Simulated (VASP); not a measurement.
# Al27Ga5N32 (P1) in VASP: single point with HSE06

Aim: the single point of Al27Ga5N32 with HSE06.

All numbers are computed with VASP 6.6.1; they aren't measurements. Logs are shortened: lines on timing, memory, paths and dates and some standing lists are left out, and cuts for length are marked.

## 1. The cell of the first run

The typed cell holds 64 atoms: a = 8.844 Å, b = 8.844 Å, c = 8.844 Å, α = 90.00°, β = 90.00°, γ = 90.00°.

## 2. Single point, HSE06

The input, POSCAR:

```
Al27Ga5N32
1.0
    8.8443130000      0.0000000000      0.0000000000
    0.0000000000      8.8443130000      0.0000000000
    0.0000000000      0.0000000000      8.8443130000
Al Ga N
27 5 32
Direct
    0.9693970000      0.0254830000      0.0143900000
    0.9893240000      0.0047960000      0.5185870000
    0.9699790000      0.5182380000      0.0206940000
    0.4730520000      0.0052770000      0.0133480000
    0.4683350000      0.0266960000      0.5197510000
    0.4641560000      0.5206370000      0.0282610000
    0.4755920000      0.5011940000      0.5196600000
    0.2180920000      0.2436220000      0.4986050000
    0.2139450000      0.7443050000      0.0299120000
    0.2034500000      0.7623340000      0.4907340000
    0.7000890000      0.2716610000      0.0109100000
    0.7479680000      0.2632620000      0.4970560000
    0.7177300000      0.7624960000      0.0226500000
    0.7332790000      0.7799520000      0.5114500000
    0.2243890000      0.0052720000      0.2482790000
    0.2297310000      0.9814770000      0.7830220000
    0.2259550000      0.5039760000      0.2734410000
    0.7269820000      0.0207350000      0.2502190000
    0.7280750000      0.5136220000      0.2600420000
    0.7161610000      0.4907330000      0.7659120000
    0.9715170000      0.2687970000      0.2411700000
    0.9626830000      0.2517030000      0.7677100000
    0.9527210000      0.7344210000      0.2518760000
    0.9778430000      0.7728240000      0.7686980000
    0.4523240000      0.2672100000      0.2691230000
    0.4546320000      0.2597730000      0.7427430000
    0.4794580000      0.7641930000      0.2884260000
    0.9596860000      0.5030820000      0.5367880000
    0.2403290000      0.2727010000      0.9912060000
    0.2128030000      0.4978990000      0.7338330000
    0.7239620000      0.0111630000      0.7668100000
    0.4649920000      0.7555380000      0.7461090000
    0.1002870000      0.1496240000      0.1161570000
    0.1032190000      0.1233100000      0.6353090000
    0.0980540000      0.6311930000      0.1563750000
    0.0839650000      0.6509330000      0.6237490000
    0.6013780000      0.1589630000      0.1510790000
    0.6101480000      0.1536700000      0.6346300000
    0.6085300000      0.6382350000      0.1617460000
    0.6087620000      0.6186690000      0.6383240000
    0.3517300000      0.4046280000      0.1474310000
    0.3528850000      0.3799430000      0.6212110000
    0.3518940000      0.8619210000      0.1325050000
    0.3317290000      0.8886620000      0.6232310000
    0.8345330000      0.3847130000      0.1454400000
    0.8331390000      0.3811760000      0.6399250000
    0.8469800000      0.8872530000      0.1359460000
    0.8600030000      0.9104760000      0.6343330000
    0.3527530000      0.1346630000      0.3780690000
    0.3557380000      0.1319080000      0.8727300000
    0.3504560000      0.6399980000      0.3993070000
    0.3445650000      0.6348790000      0.9089740000
    0.8679480000      0.1264760000      0.3664050000
    0.8369600000      0.1438520000      0.8847520000
    0.8361330000      0.6370210000      0.4148890000
    0.8469230000      0.6251090000      0.8856360000
    0.0919710000      0.3790730000      0.3771550000
    0.0805430000      0.3942020000      0.8926360000
    0.0654860000      0.8659830000      0.3847470000
    0.1063050000      0.8690290000      0.8964270000
    0.6026640000      0.3738000000      0.3789940000
    0.5642100000      0.3817440000      0.8882690000
    0.6010640000      0.9071260000      0.3980640000
    0.5771360000      0.8793790000      0.9040810000
```

The input, INCAR.step1:

```
SYSTEM = Al27Ga5N32
PREC = Accurate ; ENCUT = 520
EDIFF = 1E-5 ; ISMEAR = -1
SIGMA = 0.05 ; LREAL = Auto
LASPH = .True. ; NELM = 60
ALGO = Normal ; ISIF = 2
LWAVE = .True. ; GGA = PE
ISYM = 0 ; NBANDS = 191
LUSENCCL = .False.
```

The input, INCAR.step2:

```
SYSTEM = Al27Ga5N32
PREC = Accurate ; ENCUT = 520
EDIFF = 1E-6 ; ISMEAR = -1
SIGMA = 0.05 ; LREAL = Auto
LASPH = .True. ; NELM = 60
ALGO = Normal ; ISIF = 2
LWAVE = .False. ; LCHARG = .True.
GGA = PE ; LHFCALC = .True.
HFSCREEN = 0.2079 ; PRECFOCK = Fast
LELF = .True. ; LVHAR = .True.
ISTART = 1 ; ISYM = 0
NBANDS = 191 ; LUSENCCL = .False.
```

The input, KPOINTS:

```
Automatic mesh
0
Gamma
  1 1 1
  0.25 0.25 0.25
```

Potentials or basis: VASP PAW PBE potentials, release 64 (Al, Ga_d, N).

Started as:

```sh
> cat potpaw_PBE.64/Al/POTCAR potpaw_PBE.64/Ga_d/POTCAR potpaw_PBE.64/N/POTCAR > POTCAR
> cp INCAR.step1 INCAR
> mpirun -np 1 vasp_std > vasp.out
> cp INCAR.step2 INCAR
> mpirun -np 1 vasp_std > vasp.out
```

OUTCAR:

```text
SYSTEM = Al27Ga5N32
   PREC = Accurate
   ENCUT = 520
   EDIFF = 1E-6
   ISMEAR = -1
   LREAL = Auto
   LASPH = .True.
   NELM = 60
   ISIF = 2
   GGA = PE
   LHFCALC = .True.
   HFSCREEN = 0.2079
   PRECFOCK = Fast
   ISTART = 1
   ISYM = 0

 ion  position               nearest neighbor table
   1  0.969  0.025  0.014-  33 1.83  54 1.94  47 1.96  60 2.11  21 2.94  22 2.96  18 2.99  15 3.07
                            31 3.09  16 3.10  24 3.12  13 3.22  11 3.23   9 3.30  23 3.33
   2  0.989  0.005  0.519-  48 1.75  34 1.78  59 1.83  53 2.03  10 2.87   8 2.93  14 3.01  24 3.02
                            22 3.11  12 3.13  16 3.17  15 3.17  18 3.32
   3  0.970  0.518  0.021-  58 1.86  56 1.87  35 1.93  45 2.01  23 2.80   9 2.94  21 2.94  19 3.01
                            13 3.11  24 3.17  17 3.18  20 3.19  11 3.23  22 3.25
   4  0.473  0.005  0.013-  64 1.74  43 1.97  50 1.97  37 2.15  16 2.97  15 3.03  13 3.05  18 3.07
                            11 3.10  31 3.11  29 3.14  27 3.24  25 3.24   9 3.26  26 3.29
   5  0.468  0.027  0.520-  49 1.88  63 1.91  44 1.95  38 1.97  26 2.86   8 2.94  25 3.08  27 3.10
                            32 3.12  16 3.17  14 3.20  15 3.23  12 3.25  18 3.30  10 3.32
   6  0.464  0.521  0.028-  41 1.78  52 1.80  62 1.96  39 2.03   9 2.97  29 2.97  17 3.03  11 3.04
                            25 3.09  13 3.10  19 3.11  27 3.15  20 3.23
   7  0.476  0.501  0.520-  42 1.77  40 1.89  51 1.97  61 2.02  26 2.91  30 3.00  32 3.01  25 3.04
                            20 3.05  27 3.10  17 3.10  19 3.20  12 3.20   8 3.23  10 3.35  14 3.36
   8  0.218  0.244  0.499-  49 1.87  34 1.90  57 1.96  42 2.01  25 2.91   2 2.93   5 2.94  26 3.01
                            17 3.05  15 3.06  30 3.06  21 3.16   7 3.23  22 3.28
   9  0.214  0.744  0.030-  35 1.82  43 1.84  52 1.85  60 1.88   3 2.94   6 2.97  15 3.01  17 3.03
[... 41 lines left out ...]
  30  0.213  0.498  0.734-  42 1.90  36 2.02  58 2.05  52 2.29  28 2.84   7 3.00  26 3.00   8 3.06
                            22 3.12
  31  0.724  0.011  0.767-  54 1.86  48 1.90  38 1.99  64 2.13  22 3.00  14 3.05  24 3.08   1 3.09
                             4 3.11
  32  0.465  0.756  0.746-  44 1.99  40 2.00  64 2.03  52 2.09  16 2.90   7 3.01   5 3.12
  33  0.100  0.150  0.116-   1 1.83  21 1.91  29 1.99  15 2.05
  34  0.103  0.123  0.635-   2 1.78   8 1.90  22 2.05  16 2.13
  35  0.098  0.631  0.156-  23 1.79   9 1.82  17 1.90   3 1.93
  36  0.084  0.651  0.624-  10 1.86  28 1.87  24 1.92  30 2.02
  37  0.601  0.159  0.151-  11 1.81  18 1.87  25 1.94   4 2.15
  38  0.610  0.154  0.635-  26 1.92   5 1.97  12 1.98  31 1.99
[... 24 lines left out ...]
  63  0.601  0.907  0.398-  14 1.91   5 1.91  27 1.92  18 1.99
  64  0.577  0.879  0.904-   4 1.74  13 1.93  32 2.03  31 2.13

IMPORTANT INFORMATION: All symmetrisations will be switched off!
NOSYMM: (Re-)initialisation of all symmetry stuff for point group C_1.

----------------------------------------------------------------------------------------

                                     Primitive cell

  volume of cell :     691.8187

  direct lattice vectors                    reciprocal lattice vectors
     8.844313000  0.000000000  0.000000000     0.113067007  0.000000000  0.000000000
     0.000000000  8.844313000  0.000000000     0.000000000  0.113067007  0.000000000
     0.000000000  0.000000000  8.844313000     0.000000000  0.000000000  0.113067007

  length of vectors
     8.844313000  8.844313000  8.844313000     0.113067007  0.113067007  0.113067007

  position of ions in fractional coordinates (direct lattice)
     0.969397000  0.025483000  0.014390000
     0.989324000  0.004796000  0.518587000
     0.969979000  0.518238000  0.020694000
     0.473052000  0.005277000  0.013348000
     0.468335000  0.026696000  0.519751000
     0.464156000  0.520637000  0.028261000
[... 56 lines left out ...]
     0.601064000  0.907126000  0.398064000
     0.577136000  0.879379000  0.904081000

  ion indices of the primitive-cell ions
   primitive index   ion index
                 1           1
                 2           2
                 3           3
                 4           4
                 5           5
                 6           6
[... 56 lines left out ...]
                63          63
                64          64
[... 30 lines left out ...]
 -0.250000  0.250000  0.250000      2.000000
 -0.250000 -0.250000  0.250000      2.000000
  0.250000 -0.250000  0.250000      2.000000
   k-points           NKPTS =      4   k-points in BZ     NKDIM =      8   number of bands    NBANDS=    191
   number of dos      NEDOS =    301   number of ions     NIONS =     64
   total plane-waves  NPLWV = 343000
   dimension x,y,z NGX =    70 NGY =   70 NGZ =   70
   dimension x,y,z NGXF=   140 NGYF=  140 NGZF=  140
   ions per type =              27   5  32
   NGX,Y,Z   is equivalent  to a cutoff of  13.16, 13.16, 13.16 a.u.
   NGXF,Y,Z  is equivalent  to a cutoff of  26.32, 26.32, 26.32 a.u.
 SYSTEM =  Al27Ga5N32
   PREC   = accura    normal or accurate (medium, high low for compatibility)
   ISTART =      1    job   : 0-new  1-cont  2-samecut
   ICHARG =      0    charge: 1-file 2-atom 10-const
   ISPIN  =      1    spin polarized calculation?
   LNONCOLLINEAR =      F non collinear calculations
   LSORBIT =      F    spin-orbit coupling
   LASPH  =      T    aspherical Exc in radial PAW
   ENCUT  =  520.0 eV  38.22 Ry    6.18 a.u.  16.44 16.44 16.44*2*pi/ulx,y,z
   NELM   =     60;   NELMIN=  2; NELMDL=  0     # of ELM steps
   EDIFF  = 0.1E-05   stopping-criterion for ELM
   LREAL  =      T    real-space projection
   EDIFFG = 0.1E-04   stopping-criterion for IOM
   NSW    =      0    number of steps for IOM
   IBRION =     -1    ionic relax: 0-MD 1-quasi-New 2-CG
   NFREE  =      0    steps in history (QN), initial steepest desc. (CG)
   ISIF   =      2    stress and relaxation
   ISYM   =      0    0-nonsym 1-usesym 2-fastsym
   POTIM  = 0.5000    time-step for ionic-motion
   TEBEG  =    0.0;   TEEND  =   0.0 temperature during run
   PSTRESS=    0.0 pullay stress
   NELECT =     306.0000    total number of electrons
   NUPDOWN=      -1.0000    fix difference up-down
   EMIN   =  10.00;   EMAX   =-10.00  energy-range for DOS
   EFERMI =   0.00;   METHOD = LEGACY
   ISMEAR =    -1;   SIGMA  =   0.05  broadening in eV -4-tet -1-fermi 0-gaus
   EFERMI_NEDOS =   21; number of points for ismear=-14 and -15
   IALGO  =     38    algorithm
   IMIX   =      1    mixing-type and parameters
     AMIX     =   0.40;   BMIX     =  1.00
     AMIX_MAG =   1.60;   BMIX_MAG =  1.00
  volume/ion in A,a.u.               =      10.81        72.95
  Fermi-wavevector in a.u.,A,eV,Ry     =   1.247339  2.357129 21.168690  1.555855
  Thomas-Fermi vector in A             =   2.381476
   LORBIT       =      0    0 simple, 1 ext, 2 COOP (PROOUT), +10 PAW based schemes
   GGA     = PE    functional components
   LHFCALC =     T    Hartree Fock is set to
   PRECFOCK=fast      Normal, Fast or Accurate (Low or Medium for compatibility)
   ENCUT4O =  -1.0   cutoff for four orbital integrals eV
   NKREDX  =     1    reduce k-point grid by
   NKREDY  =     1    reduce k-point grid by
   NKREDZ  =     1    reduce k-point grid by
   AEXX    =    0.2500 exact exchange contribution
   HFSCREEN=    0.2079 screening length (either q_TF or 0.3 A-1)
   HFSCREENC=   0.2079 screening length for correlation (either q_TF or 0.3 A-1)
   ENCUTFOCK=  -1.0 apply spherical cutoff to Coloumb kernel
   IVDW    =     0    specifies the selected vdW correction
   LEPSILON=     F    determine dielectric tensor
   LRPA    =     F    only Hartree local field effects (RPA)
 non-spin polarized calculation
  energy-cutoff  :      520.00
  volume of cell :      691.82
 maximum number of plane-waves:     18604
 NGX is ok and might be reduce to    70
  NGX = 36; NGY = 36; NGZ = 36

 number of electron     305.9999987 magnetization

 Free energy of the ion-electron system (eV)
  ---------------------------------------------------
  ext. energy  EPLUGINS =         0.00000000
  ---------------------------------------------------
  free energy    TOTEN  =      -530.45115187 eV

  energy without entropy =     -530.45115187  energy(sigma->0) =     -530.45115187

 E-fermi :   6.4535     XC(G=0):  -9.0428

 val. band max:        5.2142810103   @ k =   0.2500  -0.2500   0.2500
 cond. band min:       9.5234178998   @ k =   0.2500  -0.2500   0.2500
 fundamental gap:      4.3091368895
 Fermi energy:         6.4535314023

 k-point     1 :       0.2500    0.2500    0.2500
  band No.  band energies     occupation
      1     -11.8735      2.00000
      2     -11.6776      2.00000
      3     -11.4531      2.00000
      4     -11.3879      2.00000
      5     -11.2199      2.00000
      6     -11.1774      2.00000
[... 661 lines left out ...]
    164      11.5334      0.00000
    165      11.6167      0.00000
 [bands above 165 left out]

------------------------ aborting loop because EDIFF is reached ----------------------------------------

  FORCE on cell =-STRESS in cart. coord.  units (eV):
  Direction    XX          YY          ZZ          XY          YZ          ZX
  --------------------------------------------------------------------------------------
  -------------------------------------------------------------------------------------
  Total       -9.1034896     -6.1847695    -12.0064407     -0.3439073     -2.1346176     -6.1069831
  in kB      -21.0826971    -14.3232572    -27.8056180     -0.7964522     -4.9435436    -14.1431123
  external PRESSURE =     -21.0705241 kB  Pullay stress =       0.0000000 kB

 VOLUME and BASIS-vectors are now :
 -----------------------------------------------------------------------------
  energy-cutoff  :      520.00
  volume of cell :      691.82
      direct lattice vectors                 reciprocal lattice vectors
     8.844313000  0.000000000  0.000000000     0.113067007  0.000000000  0.000000000
     0.000000000  8.844313000  0.000000000     0.000000000  0.113067007  0.000000000
     0.000000000  0.000000000  8.844313000     0.000000000  0.000000000  0.113067007

 POSITION                                       TOTAL-FORCE (eV/Angst)
 -----------------------------------------------------------------------------------
      8.57365      0.22538      0.12727        -0.159490     -1.583348     -0.433247
      8.74989      0.04242      4.58655        -1.271750      1.181261     -3.288568
      8.57880      4.58346      0.18302        -0.462271     -1.045188     -0.490441
      4.18382      0.04667      0.11805        -0.913392      1.763704      1.594146
      4.14210      0.23611      4.59684         1.504141     -0.873540     -0.481322
      4.10514      4.60468      0.24995         2.133397      0.379841     -1.171053
[... 56 lines left out ...]
      5.31600      8.02291      3.52060        -0.086396     -1.199738     -0.621139
      5.10437      7.77750      7.99598         3.239131     -0.808787     -2.646981
 -----------------------------------------------------------------------------------
    total drift:                                0.021223      0.025653     -0.005864

  FREE ENERGIE OF THE ION-ELECTRON SYSTEM (eV)
  ---------------------------------------------------
  free  energy   TOTEN  =      -530.4511518743 eV

  energy  without entropy=     -530.4511518743  energy(sigma->0) =     -530.45115187
```

Run time: 21 min. Hardware: 1 × NVIDIA H100 80GB with 1 thread of Intel Xeon Platinum 8481C at 2.70GHz (Sapphire Rapids), shared host; peak memory 1.7 GiB.

Results:

* Free energy: -530.4512 eV
* Pressure: -2.1 GPa
* Largest force: 4.511 eV/Å
* Band gap on the k mesh: 4.31 eV, direct

Forces on the atoms (eV/Å):
```
Al  -0.159 -1.583 -0.433
Al  -1.272  1.181 -3.289
Al  -0.462 -1.045 -0.490
Al  -0.913  1.764  1.594
Al   1.504 -0.874 -0.481
Al   2.133  0.380 -1.171
Al   2.268  1.430 -2.520
Al  -0.903  1.084  0.534
Al   1.219  0.459 -1.271
Al   1.401 -0.502  1.491
Al   0.680 -0.067  0.031
Al  -2.731 -1.842 -1.067
Al  -0.405 -0.768 -1.234
Al  -1.148 -0.165  1.329
Al  -0.899 -0.291  0.169
Al   0.121  2.579 -2.405
Al  -0.712  1.518  0.656
Al  -0.360  0.065  1.929
Al  -1.298 -1.301  3.601
Al  -1.199  1.859  1.179
Al   0.609 -1.555  1.725
Al   1.362  1.078 -1.110
Al   0.146  3.019  3.153
Al  -1.544 -1.824 -0.965
Al   4.253  0.843 -1.244
Al   3.621 -0.736  1.992
Al   0.238  0.028 -1.377
Ga   0.920  1.507 -2.977
Ga  -1.307  0.265  1.316
Ga  -0.282  2.184  2.658
Ga  -1.867  0.204 -0.518
Ga   0.225 -0.974  1.567
N    1.009 -1.169  1.231
N    0.589  1.773  1.870
N   -0.924 -1.396 -1.286
N    1.408 -1.121  1.959
N   -2.019 -2.908 -1.636
N   -1.898 -1.245 -0.329
N   -1.601  1.346 -2.175
N   -1.186  2.169 -0.233
N   -1.124 -2.331 -0.118
N   -3.203 -0.757 -0.465
N   -0.212  2.967  2.109
N    0.991 -0.193  0.407
N    1.327  1.174 -2.776
N    1.851 -2.032  1.472
N   -0.030 -0.299 -1.039
N   -1.720 -3.427  2.317
N   -2.721 -1.543  0.752
N   -0.699 -1.190  1.096
N   -0.419 -1.194 -0.274
N   -0.835 -0.165 -2.870
N   -0.197  1.482  1.661
N    0.587 -0.230  2.591
N    0.736 -1.215 -4.262
N   -0.482  1.678  0.571
N    0.693 -0.100  1.583
N    1.336 -1.285 -2.065
N    2.523  1.659 -1.869
N   -1.618  1.346  1.237
N   -0.586  1.505  1.324
N    2.032  0.790  0.116
N   -0.086 -1.200 -0.621
N    3.239 -0.809 -2.647
```

Stress tensor (GPa, compression positive):
```
-2.11 -0.08 -1.41
-0.08 -1.43 -0.49
-1.41 -0.49 -2.78
```

Caveat: the k points lie up to 0.71 Å⁻¹ apart; the PAW data sets were made with another functional, which shifts forces and pressure a little. A k mesh can miss the band edges.
